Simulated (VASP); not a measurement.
# Ga3Se2 (P-3m1) in VASP: notebook

Ga3Se2 is run at these levels: PBE; tasks: relaxation of cell and atoms, single point.

Everything below comes from runs of VASP 6.6.1. Logs are shortened: lines on timing, memory, paths and dates and some standing lists are left out, and cuts for length are marked.

## (1) The cell of the first run

Symmetry: P-3m1, No. 164, trigonal system. Conventional cell: a = 4.239 Å, b = 4.239 Å, c = 6.595 Å, α = 90.00°, β = 90.00°, γ = 120.00°. Ga (site symmetry -3m) has 6 Se at 2.93 Å and 6 Ga at 3.39 Å within 3.9 Å. Ga (site symmetry 3m) has 4 Se at 2.55 to 2.64 Å and 6 Ga at 3.11 to 3.39 Å within 3.4 Å. Within 3.4 Å of Se (site symmetry 3m) lie 7 Ga at 2.55 to 2.93 Å.

## (2) Relaxation of cell and atoms, PBE

INCAR

```
SYSTEM = Ga3Se2
PREC = Accurate ; ENCUT = 600
EDIFF = 1E-6 ; ISMEAR = 0
SIGMA = 0.1 ; LREAL = .FALSE.
LASPH = .TRUE. ; NELM = 80
ALGO = Normal ; ISIF = 3
LWAVE = .FALSE. ; LCHARG = .FALSE.
GGA = PE ; IBRION = 2
NSW = 90 ; EDIFFG = -0.04
```

KPOINTS

```
Automatic mesh
0
G
  6 6 4
  0 0 0
```

POSCAR

```
Ga3Se2
1.0
    4.2391557175      0.0000000000      0.0000000000
   -2.1195778587      3.6712165419      0.0000000000
    0.0000000000      0.0000000000      6.5954377026
Ga Se
3 2
Direct
    0.0000000000      0.0000000000      0.0000000000
    0.3333333333      0.6666666667      0.6450000000
    0.6666666667      0.3333333333      0.3550000000
    0.3333333333      0.6666666667      0.2450000000
    0.6666666667      0.3333333333      0.7550000000
```

Potentials or basis: VASP PAW PBE potentials, release 64 (Ga_d, Se).

Started as:

```bash
cat potpaw_PBE.64/Ga_d/POTCAR potpaw_PBE.64/Se/POTCAR > POTCAR
mpirun -np 1 vasp_std > vasp.out
```

OUTCAR:

```text
SYSTEM = Ga3Se2
   PREC = Accurate
   ENCUT = 600
   EDIFF = 1E-6
   ISMEAR = 0
   LREAL = .FALSE.
   LASPH = .TRUE.
   NELM = 80
   ISIF = 3
   GGA = PE
   IBRION = 2
   NSW = 90
   EDIFFG = -0.04

 ion  position               nearest neighbor table
   1  0.000  0.000  0.000-
   2  0.333  0.667  0.645-   5 2.55   5 2.55   5 2.55   4 2.64
   3  0.667  0.333  0.355-   4 2.55   4 2.55   4 2.55   5 2.64
   4  0.333  0.667  0.245-   3 2.55   3 2.55   3 2.55   2 2.64
   5  0.667  0.333  0.755-   2 2.55   2 2.55   2 2.55   3 2.64

  LATTYP: Found a hexagonal cell.
 ALAT       =     4.2391557175
 C/A-ratio  =     1.5558375634

  Lattice vectors:

 A1 = (   4.2391557175,   0.0000000000,   0.0000000000)
 A2 = (  -2.1195778587,   3.6712165419,   0.0000000000)
 A3 = (   0.0000000000,   0.0000000000,   6.5954377026)

Analysis of symmetry for initial positions (statically):
=====================================================================
 Subroutine PRICEL returns:
 Original cell was already a primitive cell.

 Routine SETGRP: Setting up the symmetry group for a
 hexagonal supercell.

 Subroutine GETGRP returns: Found 12 space group operations
 (whereof 12 operations were pure point group operations)
 out of a pool of 24 trial point group operations.

The static configuration has the point symmetry D_3d.

Analysis of symmetry for dynamics (positions and initial velocities):
=====================================================================
 Subroutine PRICEL returns:
 Original cell was already a primitive cell.

 Routine SETGRP: Setting up the symmetry group for a
 hexagonal supercell.

 Subroutine GETGRP returns: Found 12 space group operations
 (whereof 12 operations were pure point group operations)
 out of a pool of 24 trial point group operations.

The dynamic configuration has the point symmetry D_3d.

 Subroutine INISYM returns: Found 12 space group operations
 (whereof 12 operations are pure point group operations),
 and found     1 'primitive' translations

----------------------------------------------------------------------------------------

                                     Primitive cell

  volume of cell :     102.6439

  direct lattice vectors                    reciprocal lattice vectors
     4.239155718  0.000000000  0.000000000     0.235896029  0.136194636  0.000000000
    -2.119577859  3.671216542  0.000000000     0.000000000  0.272389272  0.000000000
     0.000000000  0.000000000  6.595437703     0.000000000  0.000000000  0.151619960

  length of vectors
     4.239155718  4.239155717  6.595437703     0.272389272  0.272389272  0.151619960

  position of ions in fractional coordinates (direct lattice)
     0.000000000  0.000000000  0.000000000
     0.333333333  0.666666667  0.645000000
     0.666666667  0.333333333  0.355000000
     0.333333333  0.666666667  0.245000000
     0.666666667  0.333333333  0.755000000

  ion indices of the primitive-cell ions
   primitive index   ion index
                 1           1
                 2           2
                 3           3
                 4           4
                 5           5

----------------------------------------------------------------------------------------

 KPOINTS: Automatic mesh

Automatic generation of k-mesh.
 Grid dimensions read from file:
 generate k-points for:    6    6    4

 Generating k-lattice:

  Cartesian coordinates                     Fractional coordinates (reciprocal lattice)
     0.039316005  0.022699106  0.000000000     0.166666667  0.000000000  0.000000000
     0.000000000  0.045398212  0.000000000     0.000000000  0.166666667  0.000000000
     0.000000000  0.000000000  0.037904990     0.000000000  0.000000000  0.250000000

  Length of vectors
     0.045398212  0.045398212  0.037904990

  Shift w.r.t. Gamma in fractional coordinates (k-lattice)
     0.000000000  0.000000000  0.000000000

 Subroutine IBZKPT returns following result:
 ===========================================

 Found     24 irreducible k-points:

 Following reciprocal coordinates:
            Coordinates               Weight
  0.000000  0.000000  0.000000      1.000000
  0.166667  0.000000  0.000000      6.000000
  0.333333  0.000000  0.000000      6.000000
  0.500000  0.000000  0.000000      3.000000
  0.166667  0.166667  0.000000      6.000000
  0.333333  0.166667  0.000000     12.000000
[... 16 lines left out ...]
  0.333333  0.166667  0.500000     12.000000
  0.333333  0.333333  0.500000      2.000000
   k-points           NKPTS =     24   k-points in BZ     NKDIM =     24   number of bands    NBANDS=     30
   number of dos      NEDOS =    301   number of ions     NIONS =      5
   total plane-waves  NPLWV =  69984
   dimension x,y,z NGX =    36 NGY =   36 NGZ =   54
   dimension x,y,z NGXF=    72 NGYF=   72 NGZF=  108
   ions per type =               3   2
   NGX,Y,Z   is equivalent  to a cutoff of  14.12, 14.12, 13.61 a.u.
   NGXF,Y,Z  is equivalent  to a cutoff of  28.24, 28.24, 27.22 a.u.
 SYSTEM =  Ga3Se2
   PREC   = accura    normal or accurate (medium, high low for compatibility)
   ISTART =      0    job   : 0-new  1-cont  2-samecut
   ICHARG =      2    charge: 1-file 2-atom 10-const
   ISPIN  =      1    spin polarized calculation?
   LNONCOLLINEAR =      F non collinear calculations
   LSORBIT =      F    spin-orbit coupling
   LASPH  =      T    aspherical Exc in radial PAW
   ENCUT  =  600.0 eV  44.10 Ry    6.64 a.u.   8.47  8.47 13.17*2*pi/ulx,y,z
   NELM   =     80;   NELMIN=  2; NELMDL= -5     # of ELM steps
   EDIFF  = 0.1E-05   stopping-criterion for ELM
   LREAL  =      F    real-space projection
   EDIFFG = -.4E-01   stopping-criterion for IOM
   NSW    =     90    number of steps for IOM
   IBRION =      2    ionic relax: 0-MD 1-quasi-New 2-CG
   NFREE  =      1    steps in history (QN), initial steepest desc. (CG)
   ISIF   =      3    stress and relaxation
   ISYM   =      2    0-nonsym 1-usesym 2-fastsym
   POTIM  = 0.5000    time-step for ionic-motion
   TEBEG  =    0.0;   TEEND  =   0.0 temperature during run
   PSTRESS=    0.0 pullay stress
   NELECT =      51.0000    total number of electrons
   NUPDOWN=      -1.0000    fix difference up-down
   EMIN   =  10.00;   EMAX   =-10.00  energy-range for DOS
   EFERMI =   0.00;   METHOD = LEGACY
   ISMEAR =     0;   SIGMA  =   0.10  broadening in eV -4-tet -1-fermi 0-gaus
   EFERMI_NEDOS =   21; number of points for ismear=-14 and -15
   IALGO  =     38    algorithm
   IMIX   =      4    mixing-type and parameters
     AMIX     =   0.40;   BMIX     =  1.00
     AMIX_MAG =   1.60;   BMIX_MAG =  1.00
  volume/ion in A,a.u.               =      20.53       138.53
  Fermi-wavevector in a.u.,A,eV,Ry     =   1.296643  2.450301 22.875259  1.681284
  Thomas-Fermi vector in A             =   2.428087
   LORBIT       =      0    0 simple, 1 ext, 2 COOP (PROOUT), +10 PAW based schemes
   GGA     = PE    functional components
   LHFCALC =     F    Hartree Fock is set to
   AEXX    =    0.0000 exact exchange contribution
   IVDW    =     0    specifies the selected vdW correction
   LEPSILON=     F    determine dielectric tensor
   LRPA    =     F    only Hartree local field effects (RPA)
 conjugate gradient relaxation of ions
 non-spin polarized calculation
 Gauss-broadening in eV      SIGMA  =   0.10
  energy-cutoff  :      600.00
  volume of cell :      102.64
 maximum number of plane-waves:      3470
 NGX is ok and might be reduce to    36
   NGX = 17   NGY = 17   NGZ = 27

--------------------------------------- Ionic step        1  -------------------------------------------

 number of electron      51.0000016 magnetization

 Free energy of the ion-electron system (eV)
  ---------------------------------------------------
  ext. energy  EPLUGINS =         0.00000000
  ---------------------------------------------------
  free energy    TOTEN  =       -15.41282289 eV

  energy without entropy =      -15.40139021  energy(sigma->0) =      -15.40710655

 E-fermi :   5.7345     XC(G=0): -10.3237

 val. band max:        5.7086502224   @ k =   0.3333   0.1667   0.2500
 cond. band min:       5.8452757637   @ k =  -0.1667   0.5000   0.2500
 fundamental gap:      0.1366255413
 Fermi energy:         5.7344598687

 k-point     1 :       0.0000    0.0000    0.0000
  band No.  band energies     occupation
      1      -9.9737      2.00000
      2      -9.8160      2.00000
      3      -9.6632      2.00000
      4      -9.6632      2.00000
      5      -9.6612      2.00000
      6      -9.6612      2.00000
[... 891 lines left out ...]
  FREE ENERGIE OF THE ION-ELECTRON SYSTEM (eV)
  ---------------------------------------------------
  free  energy   TOTEN  =       -16.3900047453 eV

  energy  without entropy=      -16.3739333411  energy(sigma->0) =      -16.38196904

[... ionic steps 4 to 12 ...]

--------------------------------------- Ionic step       13  -------------------------------------------

 number of electron      50.9999982 magnetization

------------------------ aborting loop because EDIFF is reached ----------------------------------------

  FORCE on cell =-STRESS in cart. coord.  units (eV):
  Direction    XX          YY          ZZ          XY          YZ          ZX
  --------------------------------------------------------------------------------------
  -------------------------------------------------------------------------------------
  Total       -0.0197172     -0.0197172      0.0364293     -0.0000000      0.0000000     -0.0000000
  in kB       -0.2553285     -0.2553285      0.4717420     -0.0000000      0.0000000     -0.0000000
  external PRESSURE =      -0.0129717 kB  Pullay stress =       0.0000000 kB
[... 63 lines left out ...]
  energy  without entropy=      -16.5649122217  energy(sigma->0) =      -16.57072729

--------------------------------------- Ionic step       15  -------------------------------------------

 number of electron      50.9999981 magnetization

 Free energy of the ion-electron system (eV)
  ---------------------------------------------------
  ext. energy  EPLUGINS =         0.00000000
  ---------------------------------------------------
  free energy    TOTEN  =       -16.57695407 eV

  energy without entropy =      -16.56543829  energy(sigma->0) =      -16.57119618

 E-fermi :   3.6421     XC(G=0):  -9.4463

 val. band max:        3.6371153631   @ k =   0.3333   0.1667   0.2500
 cond. band min:       3.7651726302   @ k =  -0.1667   0.5000   0.2500
 fundamental gap:      0.1280572671
 Fermi energy:         3.6421231668

 k-point     1 :       0.0000    0.0000    0.0000
  band No.  band energies     occupation
      1     -11.3212      2.00000
      2     -11.3212      2.00000
      3     -11.3155      2.00000
      4     -11.3155      2.00000
      5     -11.3090      2.00000
      6     -11.2705      2.00000
[... 813 lines left out ...]
  FREE ENERGIE OF THE ION-ELECTRON SYSTEM (eV)
  ---------------------------------------------------
  free  energy   TOTEN  =       -16.5769540676 eV

  energy  without entropy=      -16.5654382918  energy(sigma->0) =      -16.57119618

 reached required accuracy - stopping structural energy minimisation
```

Run time: 24 min. Hardware: 1 thread of Intel Xeon 8259CL, shared host; peak memory 0.31 GiB.

Results:

```
Free energy                           : -16.5770 eV
Relaxed volume                        : 24.76 Å³/atom
Relaxed cell                          : a = 4.797 Å, b = 4.797 Å, c = 6.211 Å, α = 90.00°, β = 90.00°, γ = 120.00°
Space group after relaxing (to 0.1 Å) : P-3m1 (No. 164)
Energy gained by relaxing             : 232.8 meV/atom
Ionic steps                           : 15
Pressure after relaxing               : 0.0 GPa
Largest force after relaxing          : 0.024 eV/Å
Band gap on the k mesh                : zero (an odd number of electrons rules out a gap without spin polarisation)
```

Forces on the atoms (eV/Å):
```
Ga   0.000  0.000  0.000
Ga   0.000  0.000 -0.006
Ga   0.000  0.000  0.006
Se   0.000  0.000  0.024
Se   0.000  0.000 -0.024
```

Step by step:
```csv
step,energy change (eV),largest force (eV/Å),pressure (GPa),volume (Å³)
1,0.0000,0.7423,13.11,102.64
2,-0.9771,0.2505,-0.11,129.62
3,-0.9772,0.2477,-0.26,130.16
4,-1.0001,0.2574,-0.28,129.79
5,-1.0643,0.2826,-0.32,128.56
6,-1.0995,0.4421,-0.02,125.53
7,-1.1062,0.3764,-0.19,126.59
8,-1.1352,0.2607,-0.04,125.22
9,-1.1609,0.0385,0.43,122.23
10,-1.1625,0.0463,-0.38,124.89
11,-1.1637,0.0418,-0.11,123.85
12,-1.1637,0.0409,0.03,123.62
13,-1.1637,0.0413,0.00,123.72
14,-1.1637,0.0415,-0.07,123.78
15,-1.1641,0.0236,-0.01,123.80
```

Final structure:
```
Ga Se
1.0
     4.79737    0.00000    0.00000
    -2.39869    4.15465    0.00000
     0.00000    0.00000    6.21114
Ga Se
3 2
Cartesian
  4.7974 0.0000 0.0000
  0.0000 2.7698 4.2668
  2.3987 1.3849 1.9443
  0.0000 2.7698 1.5439
  2.3987 1.3849 4.6672
```

Caveat: the volume moved by over 15 % at a fixed basis, so the end points are rough.

## (3) Single point, PBE

This run uses another cell than the first one, of 24.49 Å³/atom.

INCAR

```
ALGO = Normal ; EDIFF = 1E-6
ENCUT = 520 ; GGA = PE
ISIF = 2 ; ISMEAR = 0
LASPH = T ; LCHARG = F
LREAL = F ; LWAVE = F
NBANDS = 34 ; NELM = 100
PREC = Accurate ; SIGMA = 0.1
```

KPOINTS

```
k-points
0
Gamma
  12 12 6
```

POSCAR

```
Ga3Se2
1.0
    4.8018793444      0.0000000000      0.0000000000
   -2.4009396722      4.1585494981      0.0000000000
    0.0000000000      0.0000000000      6.1319625888
Ga Se
3 2
Direct
    0.0000000000      0.0000000000      0.0000000000
    0.3333333333      0.6666666667      0.6922894244
    0.6666666667      0.3333333333      0.3077105756
    0.3333333333      0.6666666667      0.2449595301
    0.6666666667      0.3333333333      0.7550404699
```

Potentials or basis: VASP PAW PBE potentials, release 64 (Ga_d, Se).

Started as:

```bash
cat potpaw_PBE.64/Ga_d/POTCAR potpaw_PBE.64/Se/POTCAR > POTCAR
mpirun -np 1 vasp_std > vasp.out
```

OUTCAR:

```text
EDIFF = 1E-6
   ENCUT = 520
   GGA = PE
   ISIF = 2
   ISMEAR = 0
   LASPH = T
   LREAL = F
   NELM = 100
   PREC = Accurate

 ion  position               nearest neighbor table
   1  0.000  0.000  0.000-
   2  0.333  0.667  0.692-   4 2.74   5 2.80   5 2.80   5 2.80
   3  0.667  0.333  0.308-   5 2.74   4 2.80   4 2.80   4 2.80
   4  0.333  0.667  0.245-   2 2.74   3 2.80   3 2.80   3 2.80
   5  0.667  0.333  0.755-   3 2.74   2 2.80   2 2.80   2 2.80

  LATTYP: Found a hexagonal cell.
 ALAT       =     4.8018793444
 C/A-ratio  =     1.2769922251

  Lattice vectors:

 A1 = (   4.8018793444,   0.0000000000,   0.0000000000)
 A2 = (  -2.4009396722,   4.1585494981,   0.0000000000)
 A3 = (   0.0000000000,   0.0000000000,   6.1319625888)

Analysis of symmetry for initial positions (statically):
=====================================================================
 Subroutine PRICEL returns:
 Original cell was already a primitive cell.

 Routine SETGRP: Setting up the symmetry group for a
 hexagonal supercell.

[... 172 lines left out ...]
 E-fermi :   3.6874     XC(G=0):  -9.4978

 val. band max:        3.6734813917   @ k =   0.5000   0.0000   0.0000
 cond. band min:       3.6879542273   @ k =   0.3333   0.2500   0.3333
 fundamental gap:      0.0144728355
 Fermi energy:         3.6874136919

 k-point     1 :       0.0000    0.0000    0.0000
  band No.  band energies     occupation
      1     -11.2142      2.00000
      2     -11.2142      2.00000
      3     -11.2046      2.00000
      4     -11.2046      2.00000
      5     -11.1998      2.00000
      6     -11.1940      2.00000
[... 877 lines left out ...]
     33       7.9926      0.00000
     34       8.9485      0.00000

 [... further k-points ...]

------------------------ aborting loop because EDIFF is reached ----------------------------------------

  FORCE on cell =-STRESS in cart. coord.  units (eV):
  Direction    XX          YY          ZZ          XY          YZ          ZX
  --------------------------------------------------------------------------------------
  -------------------------------------------------------------------------------------
  Total        0.0535678      0.0535678      0.0586931      0.0000000     -0.0000000      0.0000000
  in kB        0.7009094      0.7009094      0.7679719      0.0000000     -0.0000000      0.0000000
  external PRESSURE =       0.7232636 kB  Pullay stress =       0.0000000 kB

 VOLUME and BASIS-vectors are now :
 -----------------------------------------------------------------------------
  energy-cutoff  :      520.00
  volume of cell :      122.45
      direct lattice vectors                 reciprocal lattice vectors
     4.801879344  0.000000000  0.000000000     0.208251796  0.120234231  0.000000000
    -2.400939672  4.158549498  0.000000000     0.000000000  0.240468462  0.000000000
     0.000000000  0.000000000  6.131962589     0.000000000  0.000000000  0.163079925

 POSITION                                       TOTAL-FORCE (eV/Angst)
 -----------------------------------------------------------------------------------
      0.00000      0.00000      0.00000        -0.000000      0.000000      0.000000
     -0.00000      2.77237      4.24509         0.000000     -0.000000      0.008534
      2.40094      1.38618      1.88687        -0.000000      0.000000     -0.008534
     -0.00000      2.77237      1.50208         0.000000     -0.000000     -0.008725
      2.40094      1.38618      4.62988        -0.000000      0.000000      0.008725
 -----------------------------------------------------------------------------------
    total drift:                               -0.000000      0.000000      0.000000

  FREE ENERGIE OF THE ION-ELECTRON SYSTEM (eV)
  ---------------------------------------------------
  free  energy   TOTEN  =       -16.5997696769 eV

  energy  without entropy=      -16.5894146138  energy(sigma->0) =      -16.59459215
```

OSZICAR:

```text
N       E                     dE             d eps       ncg     rms          rms(c)
DAV:   1     0.390997836607E+03    0.39100E+03   -0.23976E+04  7118   0.217E+03
DAV:   2     0.413994641184E+02   -0.34960E+03   -0.33630E+03  7224   0.507E+02
DAV:   3    -0.138568559036E+02   -0.55256E+02   -0.53708E+02  8348   0.150E+02
DAV:   4    -0.167840584251E+02   -0.29272E+01   -0.28980E+01  7830   0.343E+01
DAV:   5    -0.168626110561E+02   -0.78553E-01   -0.78356E-01  8310   0.564E+00    0.491E+00
DAV:   6    -0.166037894028E+02    0.25882E+00   -0.41592E-01  9164   0.852E+00    0.293E+00
DAV:   7    -0.165991417388E+02    0.46477E-02   -0.22036E-01  8716   0.293E+00    0.910E-01
DAV:   8    -0.165994240938E+02   -0.28236E-03   -0.39317E-02  8596   0.189E+00    0.214E-01
DAV:   9    -0.165994560951E+02   -0.32001E-04   -0.68761E-03  8884   0.928E-01    0.111E-01
DAV:  10    -0.165996086028E+02   -0.15251E-03   -0.10843E-03  7568   0.282E-01    0.490E-02
DAV:  11    -0.165997615191E+02   -0.15292E-03   -0.37776E-04  9500   0.129E-01    0.145E-02
DAV:  12    -0.165997683289E+02   -0.68097E-05   -0.40239E-05  8448   0.644E-02    0.861E-03
DAV:  13    -0.165997696006E+02   -0.12717E-05   -0.56499E-06  7054   0.201E-02    0.523E-03
DAV:  14    -0.165997696769E+02   -0.76347E-07   -0.18855E-06  5868   0.131E-02
   1 F= -.16599770E+02 E0= -.16594592E+02  d E =-.103551E-01
```

stdout:

```text
POSCAR found type information on POSCAR GaSe
 POSCAR found :  2 types and       5 ions
 scaLAPACK will be used
 LDA part: xc-table for (Slater+PW92), standard interpolation
 POSCAR, INCAR and KPOINTS ok, starting setup
 FFT: planning ... GRIDC
 FFT: planning ... GRID_SOFT
 FFT: planning ... GRID
 WAVECAR not read
 entering main loop
```

Run time: 9.1 min. Hardware: 1 thread of Intel Xeon 8259CL, shared host; peak memory 0.47 GiB.

Results:

- Free energy: -16.5998 eV
- Pressure: 0.1 GPa
- Largest force: 0.009 eV/Å
- Band gap on the k mesh: zero (an odd number of electrons rules out a gap without spin polarisation)

Forces on the atoms (eV/Å):
```
Ga   0.000  0.000  0.000
Ga   0.000  0.000  0.009
Ga   0.000  0.000 -0.009
Se   0.000  0.000 -0.009
Se   0.000  0.000  0.009
```
